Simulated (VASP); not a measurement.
# KC2 (P6/mmm) in VASP: notebook

The runs below take KC2 through single point, relaxation of cell and atoms, with PBE+D3(BJ).

Program: VASP 6.6.1. These are calculated values, not measurements. Logs are shortened: lines on timing, memory, paths and dates and some standing lists are left out, and cuts for length are marked.

**1. The cell of the first run**

Symmetry: P6/mmm, No. 191, hexagonal system. The conventional cell has a = 2.669 Å, b = 2.669 Å, c = 4.795 Å, α = 90.00°, β = 90.00°, γ = 120.00°. Within 3.5 Å of K (site symmetry 6/mmm) lie 6 K at 2.67 Å and 12 C at 2.85 Å. Within 2.1 Å of C (site symmetry -6m2) lie 3 C at 1.54 Å.

**2. Single point, PBE+D3(BJ)**

Contents of INCAR:

```
ALGO = Normal
EDIFF = 1E-6
ENCUT = 520
GGA = PE
ISIF = 2
ISMEAR = 0
IVDW = 12
LASPH = T
LCHARG = T
LELF = T
LREAL = F
LVHAR = T
LWAVE = F
NBANDS = 16
NELM = 100
PREC = Accurate
SIGMA = 0.1
```

Contents of KPOINTS:

```
k-points
0
Gamma
  21 21 10
```

Contents of POSCAR:

```
KC2
1.0
    2.6685013413      0.0000000000      0.0000000000
   -1.3342506707      2.3109899516      0.0000000000
    0.0000000000      0.0000000000      4.7949608985
K C
1 2
Direct
    0.0000000000      0.0000000000      0.0000000000
    0.3333333333      0.6666666667      0.5000000000
    0.6666666667      0.3333333333      0.5000000000
```

Potentials or basis: VASP PAW PBE potentials, release 64 (K_sv, C).

Command:

```bash
> cat potpaw_PBE.64/K_sv/POTCAR potpaw_PBE.64/C/POTCAR > POTCAR
> mpirun -np 1 vasp_std > vasp.out
```

OUTCAR:

```text
EDIFF = 1E-6
   ENCUT = 520
   GGA = PE
   ISIF = 2
   ISMEAR = 0
   IVDW = 12
   LASPH = T
   LREAL = F
   NELM = 100
   PREC = Accurate
 IVDW          = 12

 ion  position               nearest neighbor table
   1  0.000  0.000  0.000-   2 2.85   3 2.85   2 2.85   3 2.85   3 2.85   3 2.85   2 2.85   2 2.85
                             3 2.85   3 2.85   2 2.85   2 2.85
   2  0.333  0.667  0.500-   3 1.54   3 1.54   3 1.54   1 2.85   1 2.85   1 2.85   1 2.85   1 2.85
                             1 2.85
   3  0.667  0.333  0.500-   2 1.54   2 1.54   2 1.54   1 2.85   1 2.85   1 2.85   1 2.85   1 2.85
                             1 2.85

  LATTYP: Found a hexagonal cell.
 ALAT       =     2.6685013413
 C/A-ratio  =     1.7968740822

  Lattice vectors:

 A1 = (   2.6685013413,   0.0000000000,   0.0000000000)
 A2 = (  -1.3342506707,   2.3109899516,   0.0000000000)
 A3 = (   0.0000000000,   0.0000000000,   4.7949608985)

Analysis of symmetry for initial positions (statically):
=====================================================================
 Subroutine PRICEL returns:
 Original cell was already a primitive cell.

 Routine SETGRP: Setting up the symmetry group for a
 hexagonal supercell.

 Subroutine GETGRP returns: Found 24 space group operations
 (whereof 24 operations were pure point group operations)
 out of a pool of 24 trial point group operations.

The static configuration has the point symmetry D_6h.

Analysis of symmetry for dynamics (positions and initial velocities):
=====================================================================
 Subroutine PRICEL returns:
 Original cell was already a primitive cell.

 Routine SETGRP: Setting up the symmetry group for a
 hexagonal supercell.

 Subroutine GETGRP returns: Found 24 space group operations
 (whereof 24 operations were pure point group operations)
 out of a pool of 24 trial point group operations.

The dynamic configuration has the point symmetry D_6h.

 Subroutine INISYM returns: Found 24 space group operations
 (whereof 24 operations are pure point group operations),
 and found     1 'primitive' translations

----------------------------------------------------------------------------------------

                                     Primitive cell

  volume of cell :      29.5699

  direct lattice vectors                    reciprocal lattice vectors
     2.668501341  0.000000000  0.000000000     0.374742176  0.216357496  0.000000000
    -1.334250671  2.310989952  0.000000000     0.000000000  0.432714993  0.000000000
[... 90 lines left out ...]
   NSW    =      0    number of steps for IOM
   IBRION =     -1    ionic relax: 0-MD 1-quasi-New 2-CG
   NFREE  =      0    steps in history (QN), initial steepest desc. (CG)
   ISIF   =      2    stress and relaxation
   ISYM   =      2    0-nonsym 1-usesym 2-fastsym
   POTIM  = 0.5000    time-step for ionic-motion
   TEBEG  =    0.0;   TEEND  =   0.0 temperature during run
   PSTRESS=    0.0 pullay stress
   NELECT =      17.0000    total number of electrons
   NUPDOWN=      -1.0000    fix difference up-down
   EMIN   =  10.00;   EMAX   =-10.00  energy-range for DOS
   EFERMI =   0.00;   METHOD = LEGACY
   ISMEAR =     0;   SIGMA  =   0.10  broadening in eV -4-tet -1-fermi 0-gaus
   EFERMI_NEDOS =   21; number of points for ismear=-14 and -15
   IALGO  =     38    algorithm
   IMIX   =      4    mixing-type and parameters
     AMIX     =   0.40;   BMIX     =  1.00
     AMIX_MAG =   1.60;   BMIX_MAG =  1.00
  volume/ion in A,a.u.               =       9.86        66.52
  Fermi-wavevector in a.u.,A,eV,Ry     =   1.361260  2.572408 25.211972  1.853028
  Thomas-Fermi vector in A             =   2.487851
   LORBIT       =      0    0 simple, 1 ext, 2 COOP (PROOUT), +10 PAW based schemes
   GGA     = PE    functional components
   LHFCALC =     F    Hartree Fock is set to
   AEXX    =    0.0000 exact exchange contribution
   IVDW    =    12    specifies the selected vdW correction
   LEPSILON=     F    determine dielectric tensor
   LRPA    =     F    only Hartree local field effects (RPA)
 non-spin polarized calculation
 Gauss-broadening in eV      SIGMA  =   0.10
  energy-cutoff  :      520.00
  volume of cell :       29.57
 maximum number of plane-waves:       825
 NGX is ok and might be reduce to    20
   NGX =  9   NGY =  9   NGZ = 17

 number of electron      17.0000001 magnetization

 Free energy of the ion-electron system (eV)
  ---------------------------------------------------
  ext. energy  EPLUGINS =         0.00000000
  ---------------------------------------------------
  free energy    TOTEN  =       -17.02195656 eV

  energy without entropy =      -17.02008953  energy(sigma->0) =      -17.02102304

 E-fermi :   8.0251     XC(G=0): -11.6617

 val. band max:        8.0113350366   @ k =   0.4762   0.0476   0.0000
 cond. band min:       8.0616093541   @ k =   0.3810   0.0476   0.0000
 fundamental gap:      0.0502743175
 Fermi energy:         8.0250593527

 k-point     1 :       0.0000    0.0000    0.0000
  band No.  band energies     occupation
      1     -26.3010      2.00000
      2     -11.5914      2.00000
      3      -9.7611      2.00000
      4      -6.9666      2.00000
      5      -6.9666      2.00000
      6       0.6915      2.00000
[... 433 lines left out ...]
      3      -9.1116      2.00000
      4      -9.0795      2.00000
      5      -7.6374      2.00000
      6      -0.5451      2.00000
[... 8 lines left out ...]
     15      15.6837      0.00000
     16      16.4377      0.00000

 [... further k-points ...]

------------------------ aborting loop because EDIFF is reached ----------------------------------------

 Edisp (eV)   -0.83153

 E8    (eV) :    -0.3630

  FORCE on cell =-STRESS in cart. coord.  units (eV):
  Direction    XX          YY          ZZ          XY          YZ          ZX
  --------------------------------------------------------------------------------------
  -------------------------------------------------------------------------------------
  Total       0.23066     0.23066     0.18387    -0.00000    -0.00000     0.00000
  in kB      12.49760    12.49760     9.96260    -0.00000    -0.00000     0.00000
  external pressure =       11.65 kB  Pullay stress =        0.00 kB

 VOLUME and BASIS-vectors are now :
 -----------------------------------------------------------------------------
  energy-cutoff  :      520.00
  volume of cell :       29.57
      direct lattice vectors                 reciprocal lattice vectors
     2.668501341  0.000000000  0.000000000     0.374742176  0.216357496  0.000000000
    -1.334250671  2.310989952  0.000000000     0.000000000  0.432714993  0.000000000
     0.000000000  0.000000000  4.794960899     0.000000000  0.000000000  0.208552274

 POSITION                                       TOTAL-FORCE (eV/Angst)
 -----------------------------------------------------------------------------------
      0.00000      0.00000      0.00000        -0.000000      0.000000      0.000000
     -0.00000      1.54066      2.39748        -0.000000     -0.000000      0.000000
      1.33425      0.77033      2.39748         0.000000      0.000000      0.000000
 -----------------------------------------------------------------------------------
    total drift:                               -0.000000      0.000000      0.000000

  FREE ENERGIE OF THE ION-ELECTRON SYSTEM (eV)
  ---------------------------------------------------
  free  energy   TOTEN  =       -17.8534850470 eV

  energy  without entropy=      -17.8516180197  energy(sigma->0) =      -17.85255153
```

Wall time 84 s (1 thread of Intel Xeon 6975P-C (Granite Rapids), shared host); peak memory 0.25 GiB.

Results:

```yaml
Free_energy: -17.8535 eV
Pressure: 1.2 GPa
Band_gap_on_the_k_mesh: zero (an odd number of electrons rules out a gap without spin polarisation)
Dispersion_energy_per_atom: -0.277 eV
```

Caveat: an odd number of electrons without spin polarisation forces a metal; a magnetic or distorted state may lie lower.

**3. Relaxation of cell and atoms, PBE+D3(BJ)**

Contents of INCAR:

```
SYSTEM = KC2
PREC = Accurate
ENCUT = 600
EDIFF = 1E-6
ISMEAR = 0
SIGMA = 0.1
LREAL = .FALSE.
LASPH = .TRUE.
NELM = 100
ALGO = Normal
ISIF = 3
LWAVE = .FALSE.
LCHARG = .FALSE.
GGA = PE
IVDW = 12
IBRION = 2
NSW = 100
EDIFFG = -0.01
```

Contents of KPOINTS:

```
Automatic mesh
0
G
  21 21 10
  0 0 0
```

Contents of POSCAR:

```
KC2
1.0
    2.6671497815      0.0000000000      0.0000000000
   -1.3335748908      2.3098194665      0.0000000000
    0.0000000000      0.0000000000      4.8093784697
K C
1 2
Direct
    0.0000000000      0.0000000000      0.0000000000
    0.3333333333      0.6666666667      0.5000000000
    0.6666666667      0.3333333333      0.5000000000
```

Potentials or basis: VASP PAW PBE potentials, release 64 (K_sv, C).

Command:

```bash
> cat potpaw_PBE.64/K_sv/POTCAR potpaw_PBE.64/C/POTCAR > POTCAR
> mpirun -np 1 vasp_std > vasp.out
```

Wall time 3.6 min (1 thread of Intel Xeon 6975P-C (Granite Rapids), shared host); peak memory 0.28 GiB.

The run converged. Its results:

| Item | Value |
| --- | --- |
| Free energy | -17.8571 eV |
| Relaxed volume | 9.92 Å³/atom |
| Relaxed cell | a = 2.672 Å, b = 2.672 Å, c = 4.809 Å, α = 90.00°, β = 90.00°, γ = 120.00° |
| Space group after relaxing (to 0.1 Å) | P6/mmm (No. 191) |
| Energy gained by relaxing | 0.2 meV/atom |
| Ionic steps | 3 |
| Pressure after relaxing | 0.0 GPa |
| Band gap on the k mesh | zero (an odd number of electrons rules out a gap without spin polarisation) |
| Dispersion energy per atom | -0.276 eV |

Stress tensor (GPa, compression positive):
```
 0.00  0.00  0.00
 0.00  0.00  0.00
 0.00  0.00 -0.10
```

The path:
| step | energy change (eV) | largest force (eV/Å) | pressure (GPa) | volume (Å³) |
| --- | --- | --- | --- | --- |
| 1 | 0.0000 | 0.0000 | 0.85 | 29.63 |
| 2 | -0.0001 | 0.0000 | -0.85 | 29.85 |
| 3 | -0.0005 | 0.0000 | -0.04 | 29.75 |

Final structure:
```
K C
1.0
     2.67248    0.00000    0.00000
    -1.33624    2.31444    0.00000
     0.00000    0.00000    4.80911
K C
1 2
Direct
  0.00000 0.00000 0.00000
  0.33333 0.66667 0.50000
  0.66667 0.33333 0.50000
```

Levels at points of the mesh, in eV from the Fermi level:
| k point | band 6 | band 7 | band 8 | band 9 | band 10 | band 11 |
| --- | --- | --- | --- | --- | --- | --- |
| (0.00, 0.00, 0.00) | -7.33 | -4.66 | -4.66 | 0.75 | 4.56 | 5.03 |
| (0.00, 0.00, 0.50) | -8.80 | -4.64 | -4.64 | 1.33 | 4.73 | 4.73 |

Caveat: an odd number of electrons without spin polarisation forces a metal; a magnetic or distorted state may lie lower.

The gap in the log of VASP goes by the Fermi energy; the results here count the filled bands.